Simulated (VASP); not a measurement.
Wanted: the native input for a VASP 6.6.1 run.

```
Task                   : single point
Functional             : PBE
Dispersion             : D3(BJ)
Potentials or basis    : VASP PAW PBE potentials, release 64 (Ge_d)
Cutoff                 : 520 eV
k mesh                 : 6 × 6 × 6
Occupations            : gaussian, width 0.1 eV
Spin                   : no spin polarisation
Dipole correction      : no
Further INCAR settings : ALGO = Normal; EDIFF = 1e-06; NBANDS = 21
```

The structure of Ge lies in POSCAR:

```
Ge
1.0
    4.1006093387      0.0000000000      0.0000000000
   -2.0503046694      3.5512318583      0.0000000000
    0.0000000000      0.0000000000      3.3015359317
Ge
2
Direct
    0.6666666667      0.3333333333      0.1483463282
    0.3333333333      0.6666666667      0.8516536718
```

These files were run (other wordings do the same):

INCAR

```
PREC = Accurate ; ENCUT = 520
EDIFF = 1E-6 ; ISMEAR = 0
SIGMA = 0.1 ; LREAL = False
LASPH = True ; NELM = 100
ALGO = Normal ; ISIF = 2
LWAVE = False ; LCHARG = True
GGA = PE ; IVDW = 12
LELF = True ; LVHAR = True
NBANDS = 21
```

KPOINTS

```
regular mesh
0
Gamma
  6 6 6
```

Potentials or basis: VASP PAW PBE potentials, release 64 (Ge_d).

Command:

```sh
$ cat potpaw_PBE.64/Ge_d/POTCAR > POTCAR
$ mpirun -np 1 vasp_std > vasp.out
```

Results of the run:

```json
{"Pressure": "0.2 GPa", "Largest force": "0.014 eV/Å", "Band gap on the k mesh": "zero (bands 14 and 15 overlap by 5.51 eV)", "Dispersion energy per atom": "-0.312 eV"}
```

Wall time 26 s on 1 thread of Intel(R) Xeon(R) Platinum 8488C (Sapphire Rapids), with other jobs on the host, peak memory 0.18 GiB.
